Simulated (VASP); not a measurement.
# Al8HRu8 (a cell with a defect) in VASP: single point with PBEsol

Aim: the single point of Al8HRu8 (a cell with a defect) with PBEsol.

Program: VASP 6.6.1. These are calculated values, not measurements. Logs are shortened: lines on timing, memory, paths and dates and some standing lists are left out, and cuts for length are marked.

## (1) The cell of the first run

The cell holds a defect, 17 atoms: a = 5.953 Å, b = 5.953 Å, c = 5.953 Å, α = 90.00°, β = 90.00°, γ = 90.00°.

## (2) Single point, PBEsol

The input, INCAR:

```
SYSTEM = Al8HRu8
PREC = Accurate
ENCUT = 520
EDIFF = 1E-6
ISMEAR = 0
SIGMA = 0.1
LREAL = Auto
LASPH = .TRUE.
NELM = 80
ALGO = Normal
ISIF = 2
LWAVE = .FALSE.
LCHARG = .FALSE.
GGA = PS
NBANDS = 82
```

The input, KPOINTS:

```
Automatic mesh
0
Gamma
  4 4 4
  0.5 0.5 0.5
```

The input, POSCAR:

```
Al8HRu8
1.0
    0.0000000000      5.9526289091      0.0000000000
    0.0000000000      0.0000000000      5.9526289091
    5.9526289091      0.0000000000      0.0000000000
Al Ru H
8 8 1
Direct
    0.5014708704     -0.0022959604      0.5000017716
    0.5017361313      0.5024180149      0.4999979077
   -0.0014704427     -0.0022951204      0.5000022755
   -0.0017367117      0.5024178469      0.4999982437
    0.5138222198     -0.0084135935     -0.0000006720
    0.5012336642      0.5003249901      0.0000011760
   -0.0138231362     -0.0084139295     -0.0000011760
   -0.0012334046      0.5003243181      0.0000006720
    0.2499999618      0.2528560108      0.2593722914
    0.2499996258      0.7508749610      0.2486346827
    0.7500000535      0.2496720395      0.2501187329
    0.7500002214      0.7467423332      0.2525334643
    0.2500004658      0.2528576908      0.7406278919
    0.2499999618      0.7508737851      0.7513634847
    0.7499995495      0.2496757353      0.7498801064
    0.7500000535      0.7467426691      0.7474667190
    0.2499991219      0.1490721181     -0.0000005040
```

Potentials or basis: VASP PAW PBE potentials, release 64 (Al, Ru_pv, H).

On the command line:

```console
$ cat potpaw_PBE.64/Al/POTCAR potpaw_PBE.64/Ru_pv/POTCAR potpaw_PBE.64/H/POTCAR > POTCAR
$ mpirun -np 1 vasp_std > vasp.out
```

OUTCAR:

```text
SYSTEM = Al8HRu8
   PREC = Accurate
   ENCUT = 520
   EDIFF = 1E-6
   ISMEAR = 0
   LREAL = Auto
   LASPH = .TRUE.
   NELM = 80
   ISIF = 2
   GGA = PS

 ion  position               nearest neighbor table
   1  0.501  0.998  0.500-  16 2.57  12 2.57  13 2.57   9 2.57  14 2.58  10 2.58  15 2.58  11 2.58
                             2 2.95   3 2.96   5 2.98   5 2.98   3 2.99   2 3.00
   2  0.502  0.502  0.500-  12 2.54  16 2.54   9 2.55  13 2.55  15 2.58  11 2.58  10 2.58  14 2.58
                             1 2.95   4 2.96   6 2.98   6 2.98   4 3.00   1 3.00
   3  0.999  0.998  0.500-  16 2.57  12 2.57  13 2.57   9 2.57  14 2.58  10 2.58  15 2.58  11 2.58
                             4 2.95   1 2.96   7 2.98   7 2.98   1 2.99   4 3.00
   4  0.998  0.502  0.500-  12 2.54  16 2.54   9 2.55  13 2.55  15 2.58  11 2.58  10 2.58  14 2.58
                             3 2.95   2 2.96   8 2.98   8 2.98   2 3.00   3 3.00
   5  0.514  0.992  1.000-  17 1.83  16 2.52  12 2.52  11 2.56  15 2.56  10 2.59  14 2.59  13 2.70
                             9 2.70   7 2.81   6 2.93   1 2.98   1 2.98   6 3.03   7 3.14
   6  0.501  0.500  0.000-  12 2.57  16 2.57  15 2.58  11 2.58  10 2.58  14 2.58   9 2.61  13 2.61
                             5 2.93   8 2.96   2 2.98   2 2.98   8 2.99   5 3.03
   7  0.986  0.992  1.000-  17 1.83  16 2.52  12 2.52  11 2.56  15 2.56  10 2.59  14 2.59  13 2.70
                             9 2.70   5 2.81   8 2.93   3 2.98   3 2.98   8 3.03   5 3.14
   8  0.999  0.500  0.000-  12 2.57  16 2.57  15 2.58  11 2.58  10 2.58  14 2.58   9 2.61  13 2.61
                             7 2.93   6 2.96   4 2.98   4 2.98   6 2.99   7 3.03
   9  0.250  0.253  0.259-  17 1.66   2 2.55   4 2.55   3 2.57   1 2.57   8 2.61   6 2.61   5 2.70
                             7 2.70  13 2.86  10 2.97  11 2.98  11 2.98  10 2.99  13 3.09
  10  0.250  0.751  0.249-   1 2.58   3 2.58   6 2.58   8 2.58   2 2.58   4 2.58   5 2.59   7 2.59
                            14 2.96   9 2.97  12 2.98  12 2.98   9 2.99  14 2.99
  11  0.750  0.250  0.250-   7 2.56   5 2.56   8 2.58   6 2.58   3 2.58   1 2.58   4 2.58   2 2.58
                            12 2.96  15 2.97   9 2.98   9 2.98  15 2.98  12 2.99
  12  0.750  0.747  0.253-   7 2.52   5 2.52   4 2.54   2 2.54   1 2.57   3 2.57   6 2.57   8 2.57
                            16 2.95  11 2.96  10 2.98  10 2.98  11 2.99  16 3.01
  13  0.250  0.253  0.741-  17 1.66   2 2.55   4 2.55   3 2.57   1 2.57   8 2.61   6 2.61   5 2.70
                             7 2.70   9 2.86  14 2.97  15 2.98  15 2.98  14 2.99   9 3.09
  14  0.250  0.751  0.751-   3 2.58   1 2.58   8 2.58   6 2.58   2 2.58   4 2.58   5 2.59   7 2.59
                            10 2.96  13 2.97  16 2.98  16 2.98  13 2.99  10 2.99
  15  0.750  0.250  0.750-   7 2.56   5 2.56   8 2.58   6 2.58   3 2.58   1 2.58   4 2.58   2 2.58
                            16 2.96  11 2.97  13 2.98  13 2.98  11 2.98  16 2.99
  16  0.750  0.747  0.747-   7 2.52   5 2.52   4 2.54   2 2.54   1 2.57   3 2.57   6 2.57   8 2.57
                            12 2.95  15 2.96  14 2.98  14 2.98  15 2.99  12 3.01
  17  0.250  0.149  1.000-  13 1.66   9 1.66   7 1.83   5 1.83

  LATTYP: Found a simple cubic cell.
 ALAT       =     5.9526289091

  Lattice vectors:

 A1 = (   0.0000000000,   5.9526289091,   0.0000000000)
 A2 = (   0.0000000000,   0.0000000000,   5.9526289091)
 A3 = (   5.9526289091,   0.0000000000,   0.0000000000)

Analysis of symmetry for initial positions (statically):
=====================================================================
 Subroutine PRICEL returns:
 Original cell was already a primitive cell.

 Routine SETGRP: Setting up the symmetry group for a
 simple cubic supercell.

 Subroutine GETGRP returns: Found  4 space group operations
 (whereof  2 operations were pure point group operations)
 out of a pool of 48 trial point group operations.

The static configuration has the point symmetry C_1h.
 The point group associated with its full space group is C_2v.

Analysis of symmetry for dynamics (positions and initial velocities):
=====================================================================
 Subroutine PRICEL returns:
 Original cell was already a primitive cell.

 Routine SETGRP: Setting up the symmetry group for a
 simple cubic supercell.

 Subroutine GETGRP returns: Found  4 space group operations
 (whereof  2 operations were pure point group operations)
 out of a pool of 48 trial point group operations.

The dynamic configuration has the point symmetry C_1h.
 The point group associated with its full space group is C_2v.

 Subroutine INISYM returns: Found  4 space group operations
 (whereof  2 operations are pure point group operations),
 and found     1 'primitive' translations

----------------------------------------------------------------------------------------

                                     Primitive cell

  volume of cell :     210.9242

  direct lattice vectors                    reciprocal lattice vectors
     0.000000000  5.952628909  0.000000000     0.000000000  0.167993002  0.000000000
     0.000000000  0.000000000  5.952628909     0.000000000  0.000000000  0.167993002
     5.952628909  0.000000000  0.000000000     0.167993002  0.000000000  0.000000000

  length of vectors
     5.952628909  5.952628909  5.952628909     0.167993002  0.167993002  0.167993002

  position of ions in fractional coordinates (direct lattice)
     0.501470870  0.997704040  0.500001772
     0.501736131  0.502418015  0.499997908
     0.998529557  0.997704880  0.500002276
     0.998263288  0.502417847  0.499998244
     0.513822220  0.991586406  0.999999328
     0.501233664  0.500324990  0.000001176
[... 9 lines left out ...]
     0.750000054  0.746742669  0.747466719
     0.249999122  0.149072118  0.999999496

  ion indices of the primitive-cell ions
   primitive index   ion index
                 1           1
                 2           2
                 3           3
                 4           4
                 5           5
                 6           6
[... 9 lines left out ...]
                16          16
                17          17

----------------------------------------------------------------------------------------

 KPOINTS: Automatic mesh

Automatic generation of k-mesh.
 Grid dimensions read from file:
 generate k-points for:    4    4    4

 Generating k-lattice:

  Cartesian coordinates                     Fractional coordinates (reciprocal lattice)
     0.000000000  0.041998250  0.000000000     0.250000000  0.000000000  0.000000000
     0.000000000  0.000000000  0.041998250     0.000000000  0.250000000  0.000000000
     0.041998250  0.000000000  0.000000000     0.000000000  0.000000000  0.250000000

  Length of vectors
     0.041998250  0.041998250  0.041998250

  Shift w.r.t. Gamma in fractional coordinates (k-lattice)
     0.500000000  0.500000000  0.500000000

 Subroutine IBZKPT returns following result:
 ===========================================

 Found      8 irreducible k-points:

 Following reciprocal coordinates:
            Coordinates               Weight
  0.125000  0.125000  0.125000      8.000000
  0.375000  0.125000  0.125000      8.000000
  0.125000  0.375000  0.125000      8.000000
  0.125000  0.125000  0.375000      8.000000
  0.375000  0.375000  0.125000      8.000000
  0.125000  0.375000  0.375000      8.000000
  0.375000  0.125000  0.375000      8.000000
  0.375000  0.375000  0.375000      8.000000
   k-points           NKPTS =      8   k-points in BZ     NKDIM =      8   number of bands    NBANDS=     82
   number of dos      NEDOS =    301   number of ions     NIONS =     17
   total plane-waves  NPLWV = 110592
   dimension x,y,z NGX =    48 NGY =   48 NGZ =   48
   dimension x,y,z NGXF=    96 NGYF=   96 NGZF=   96
   ions per type =               8   8   1
   NGX,Y,Z   is equivalent  to a cutoff of  13.41, 13.41, 13.41 a.u.
   NGXF,Y,Z  is equivalent  to a cutoff of  26.81, 26.81, 26.81 a.u.
 SYSTEM =  Al8HRu8
   PREC   = accura    normal or accurate (medium, high low for compatibility)
   ISTART =      0    job   : 0-new  1-cont  2-samecut
   ICHARG =      2    charge: 1-file 2-atom 10-const
   ISPIN  =      1    spin polarized calculation?
   LNONCOLLINEAR =      F non collinear calculations
   LSORBIT =      F    spin-orbit coupling
   LASPH  =      T    aspherical Exc in radial PAW
   ENCUT  =  520.0 eV  38.22 Ry    6.18 a.u.  11.07 11.07 11.07*2*pi/ulx,y,z
   NELM   =     80;   NELMIN=  2; NELMDL= -5     # of ELM steps
   EDIFF  = 0.1E-05   stopping-criterion for ELM
   LREAL  =      T    real-space projection
   EDIFFG = 0.1E-04   stopping-criterion for IOM
   NSW    =      0    number of steps for IOM
   IBRION =     -1    ionic relax: 0-MD 1-quasi-New 2-CG
   NFREE  =      0    steps in history (QN), initial steepest desc. (CG)
   ISIF   =      2    stress and relaxation
   ISYM   =      2    0-nonsym 1-usesym 2-fastsym
   POTIM  = 0.5000    time-step for ionic-motion
   TEBEG  =    0.0;   TEEND  =   0.0 temperature during run
   PSTRESS=    0.0 pullay stress
   NELECT =     137.0000    total number of electrons
   NUPDOWN=      -1.0000    fix difference up-down
   EMIN   =  10.00;   EMAX   =-10.00  energy-range for DOS
   EFERMI =   0.00;   METHOD = LEGACY
   ISMEAR =     0;   SIGMA  =   0.10  broadening in eV -4-tet -1-fermi 0-gaus
   EFERMI_NEDOS =   21; number of points for ismear=-14 and -15
   IALGO  =     38    algorithm
   IMIX   =      4    mixing-type and parameters
     AMIX     =   0.40;   BMIX     =  1.00
     AMIX_MAG =   1.60;   BMIX_MAG =  1.00
  volume/ion in A,a.u.               =      12.41        83.73
  Fermi-wavevector in a.u.,A,eV,Ry     =   1.417771  2.679199 27.348741  2.010076
  Thomas-Fermi vector in A             =   2.538967
   LORBIT       =      0    0 simple, 1 ext, 2 COOP (PROOUT), +10 PAW based schemes
   GGA     = PS    functional components
   LHFCALC =     F    Hartree Fock is set to
   AEXX    =    0.0000 exact exchange contribution
   IVDW    =     0    specifies the selected vdW correction
   LEPSILON=     F    determine dielectric tensor
   LRPA    =     F    only Hartree local field effects (RPA)
 non-spin polarized calculation
 Gauss-broadening in eV      SIGMA  =   0.10
  energy-cutoff  :      520.00
  volume of cell :      210.92
 maximum number of plane-waves:      5722
 NGX is ok and might be reduce to    48
   NGX = 23   NGY = 23   NGZ = 23

 number of electron     136.9999979 magnetization

 Free energy of the ion-electron system (eV)
  ---------------------------------------------------
  ext. energy  EPLUGINS =         0.00000000
  ---------------------------------------------------
  free energy    TOTEN  =      -127.42207576 eV

  energy without entropy =     -127.36347468  energy(sigma->0) =     -127.39277522

 E-fermi :  11.0519     XC(G=0): -12.8059

 val. band max:       11.0180378976   @ k =   0.1250   0.1250   0.3750
 cond. band min:      11.0733011275   @ k =   0.3750   0.1250   0.1250
 fundamental gap:      0.0552632298
 Fermi energy:        11.0519068096

 k-point     1 :       0.1250    0.1250    0.1250
  band No.  band energies     occupation
      1     -31.2746      2.00000
      2     -31.0666      2.00000
      3     -31.0086      2.00000
      4     -31.0005      2.00000
      5     -30.9800      2.00000
      6     -30.9739      2.00000
[... 72 lines left out ...]
     79      13.9592      0.00000
     80      15.0029      0.00000

 k-point     2 :       0.3750    0.1250    0.1250
  band No.  band energies     occupation
      1     -31.2743      2.00000
      2     -31.0663      2.00000
      3     -31.0063      2.00000
      4     -30.9794      2.00000
      5     -30.9574      2.00000
      6     -30.9517      2.00000
[... 490 lines left out ...]
 k-point     8 :       0.3750    0.3750    0.3750
  band No.  band energies     occupation
      1     -31.2110      2.00000
      2     -31.1128      2.00000
      3     -30.9615      2.00000
      4     -30.9502      2.00000
      5     -30.9375      2.00000
      6     -30.9369      2.00000
[... 72 lines left out ...]
     79      15.9612      0.00000
     80      16.1775      0.00000
 [bands above 80 left out]

------------------------ aborting loop because EDIFF is reached ----------------------------------------

  FORCE on cell =-STRESS in cart. coord.  units (eV):
  Direction    XX          YY          ZZ          XY          YZ          ZX
  --------------------------------------------------------------------------------------
  -------------------------------------------------------------------------------------
  Total        4.1820562      4.2623066      3.5135593      0.0000000      0.0000000      0.0000000
  in kB       31.7668406     32.3764212     26.6889471      0.0000000      0.0000000      0.0000000
  external PRESSURE =      30.2774030 kB  Pullay stress =       0.0000000 kB

 VOLUME and BASIS-vectors are now :
 -----------------------------------------------------------------------------
  energy-cutoff  :      520.00
  volume of cell :      210.92
      direct lattice vectors                 reciprocal lattice vectors
     0.000000000  5.952628909  0.000000000     0.000000000  0.167993002  0.000000000
     0.000000000  0.000000000  5.952628909     0.000000000  0.000000000  0.167993002
     5.952628909  0.000000000  0.000000000     0.167993002  0.000000000  0.000000000

 POSITION                                       TOTAL-FORCE (eV/Angst)
 -----------------------------------------------------------------------------------
      2.97633      2.98507      5.93896        -0.000000     -0.001521     -0.002083
      2.97630      2.98665      2.99071        -0.000000     -0.001341      0.003074
      2.97633      5.94388      5.93897        -0.000000      0.001521     -0.002083
      2.97630      5.94229      2.99071        -0.000000      0.001341      0.003074
      5.95262      3.05859      5.90255        -0.000000     -0.005733      0.001803
      0.00001      2.98366      2.97825        -0.000000     -0.001135      0.000421
[... 9 lines left out ...]
      4.44939      4.46447      4.44508        -0.003601     -0.000000     -0.003379
      5.95263      1.48815      0.88737        -0.000000     -0.000000     -0.013519
 -----------------------------------------------------------------------------------
    total drift:                                0.017007     -0.041648     -0.003452

  FREE ENERGIE OF THE ION-ELECTRON SYSTEM (eV)
  ---------------------------------------------------
  free  energy   TOTEN  =      -127.4220757609 eV

  energy  without entropy=     -127.3634746796  energy(sigma->0) =     -127.39277522
```

It took 7 min on 1 thread of Intel Xeon 8259CL, shared host; peak memory 0.38 GiB.

Results:

```
Free energy            : -127.4221 eV
Pressure               : 3.0 GPa
Largest force          : 0.019 eV/Å
Band gap on the k mesh : zero (an odd number of electrons rules out a gap without spin polarisation)
```

Forces in eV/Å, atoms in the order of the input:
```
Al   0.000 -0.002 -0.002
Al   0.000 -0.001  0.003
Al   0.000  0.002 -0.002
Al   0.000  0.001  0.003
Al   0.000 -0.006  0.002
Al   0.000 -0.001  0.000
Al   0.000  0.006  0.002
Al   0.000  0.001  0.000
Ru   0.018  0.000  0.006
Ru  -0.001  0.000  0.000
Ru   0.002  0.000  0.001
Ru   0.004  0.000 -0.003
Ru  -0.018  0.000  0.006
Ru   0.001  0.000  0.000
Ru  -0.002  0.000  0.001
Ru  -0.004  0.000 -0.003
H    0.000  0.000 -0.014
```

Stress tensor (GPa, compression positive):
```
3.18 0.00 0.00
0.00 3.24 0.00
0.00 0.00 2.67
```

Caveat: the PAW data sets were made with another functional, which shifts forces and pressure a little.
